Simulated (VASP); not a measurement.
Wanted: the native input for a VASP 6.6.1 run.

| Quantity | Value |
| --- | --- |
| Task | relaxation of cell and atoms |
| Functional | PBE |
| Potentials or basis | VASP PAW PBE potentials, release 64 (B, Se) |
| Cutoff | 600 eV |
| k mesh | 5 × 2 × 5, shifted |
| Occupations | fermi-dirac, width 0.1 eV |
| Spin | no spin polarisation |
| Dipole correction | no |
| Further INCAR settings | ALGO = Normal; EDIFF = 1e-07; IBRION = 2; EDIFFG = -0.03; NSW = 60; ISIF = 3 |

The structure of BSe lies in POSCAR:

```
BSe
1.0
    4.0595230000      0.0225230000      0.0383120000
    0.0553860000      9.5113030000      0.0591210000
    0.0335230000      0.0210370000      3.5549140000
B Se
4 4
Direct
    0.1148880000      0.1256570000      0.2878200000
    0.8449680000      0.8906980000      0.7333170000
    0.5600230000      0.3736270000      0.7180400000
    0.4230950000      0.6222220000      0.2605180000
    0.4927730000      0.8417140000      0.2283030000
    0.5067160000      0.1530290000      0.7798740000
    0.9939350000      0.6222490000      0.7499780000
    0.9976340000      0.3518700000      0.2460170000
```

The input as run:

INCAR

```
SYSTEM = BSe
PREC     = Accurate       ! precision mode
ENCUT    = 600            ! plane-wave cutoff, eV
EDIFF    = 1E-7           ! SCF threshold, eV
ISMEAR   = -1             ! smearing method
SIGMA    = 0.1            ! smearing width, eV
LREAL    = .FALSE.        ! projectors in reciprocal space
LASPH    = .TRUE.         ! aspherical terms in the spheres
NELM     = 100            ! most SCF steps
ALGO     = Normal         ! electronic algorithm
ISIF     = 3              ! what is computed and relaxed
LWAVE    = .FALSE.        ! write WAVECAR
LCHARG   = .FALSE.        ! write CHGCAR
GGA      = PE             ! functional
IBRION   = 2              ! ionic algorithm
NSW      = 60             ! ionic steps
EDIFFG   = -0.03          ! ionic threshold
```

KPOINTS

```
Automatic mesh
0
Gamma
  5 2 5
  0.5 0.5 0.5
```

Potentials or basis: VASP PAW PBE potentials, release 64 (B, Se).

The run is started by

```bash
$ cat potpaw_PBE.64/B/POTCAR potpaw_PBE.64/Se/POTCAR > POTCAR
$ mpirun -np 1 vasp_std > vasp.out
```

Results of the run:

```
Relaxed volume                         : 15.65 Å³/atom
Relaxed cell                           : a = 5.436 Å, b = 7.736 Å, c = 3.291 Å, α = 64.83°, β = 90.23°, γ = 90.05°
Space group after relaxing (to 0.05 Å) : Pnnm (No. 58)
Energy gained by relaxing              : 1275.6 meV/atom
Ionic steps                            : 48
Pressure after relaxing                : 0.0 GPa
Largest force after relaxing           : 0.030 eV/Å
Band gap on the k mesh                 : 1.61 eV, indirect (least direct gap 2.37 eV)
```

Run time: 23 min on 1 thread of Intel(R) Xeon(R) 6975P-C (Granite Rapids) (shared host), peak memory 0.31 GiB.
